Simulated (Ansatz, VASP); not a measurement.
Two plane-wave programs on HC4

```
C H
1.0
     4.93130    0.00000    0.00000
    -2.46565    4.27064    0.00000
     0.00000    0.00000   18.00003
C H
8 2
Cartesian
  1.2328 0.7118 4.0000
  0.0000 2.8471 4.0000
  3.6985 0.7118 4.0000
  2.4657 2.8471 4.0000
  0.0000 1.4235 4.0000
  -1.2328 3.5589 4.0000
  2.4657 1.4235 4.0000
  1.2328 3.5589 4.0000
  2.6841 1.2974 7.0000
  3.4800 0.8379 7.0000
```

Alike in both runs: task single point; functional PBE; dispersion D3(BJ); k mesh 6 × 6 × 1; occupations gaussian, width 0.1 eV; no spin polarisation.

|  | VASP | Ansatz |
| --- | --- | --- |
| version | VASP 6.6.1 | Ansatz 0.2.0 |
| potentials or method | VASP PAW PBE potentials, release 64 (C, H), cutoff 520 eV | scalar-relativistic, plane waves, PAW |
| valence electrons in the cell | 34 | 34 |

|  | VASP | Ansatz | Ansatz less VASP |
| --- | --- | --- | --- |
| gap on the k mesh at the Fermi level (eV) | 0.01 | 0.01 | 0.000 |
| least direct gap on the mesh (eV) | 0.01 | 0.01 | 0.000 |
| rms of the force components (eV/Å) | 0.879 | 0.879 | 0.0000 |

Atom by atom the forces differ by 0.000 eV/Å (rms over components). Ansatz's warnings: structure snapped to symmetry, xc potential rough in thin density.
